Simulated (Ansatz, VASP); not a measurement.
One calculation of NaF, two programs

```xyz
2
Lattice="0.0116 2.3209 2.3209 2.3209 0.0116 2.3209 2.3209 2.3209 0.0116" Properties=species:S:1:pos:R:3 pbc="T T T"
Na    0.0000    0.0000    0.0000
F     2.3267    2.3267    2.3267
```

Change from the starting cell: equal xy, yz and zx engineering shears of +0.5 %, PAW files.

Alike in both runs: functional PBEsol; k mesh 10 × 10 × 10; no spin polarisation.

Ansatz relaxed the structure, and its values are those at the end. VASP's run is a single point on that final structure, the one shown.

|  | VASP | Ansatz |
| --- | --- | --- |
| version | VASP 6.6.1 | Ansatz 0.2.0 |
| potentials or method | VASP PAW PBE potentials, release 64 (Na_pv, F) | PAW with Ansatz's default frozen-core files, scalar-relativistic |
| plane-wave cutoff (eV) | 520 | 420 |
| occupations | gaussian, width 0.01 eV | fixed |
| valence electrons in the cell | 14 | 16 |

```tsv
	VASP	Ansatz	Ansatz less VASP
gap on the k mesh at the Fermi level (eV)	6.17	6.19	+0.021
pressure (GPa)	-0.1	0.0	+0.08
```

VASP's potentials were made for PBE, not for PBEsol. VASP's potentials hold 14 valence electrons a cell and Ansatz's 16, so a difference there can come from the potentials and not from the codes.
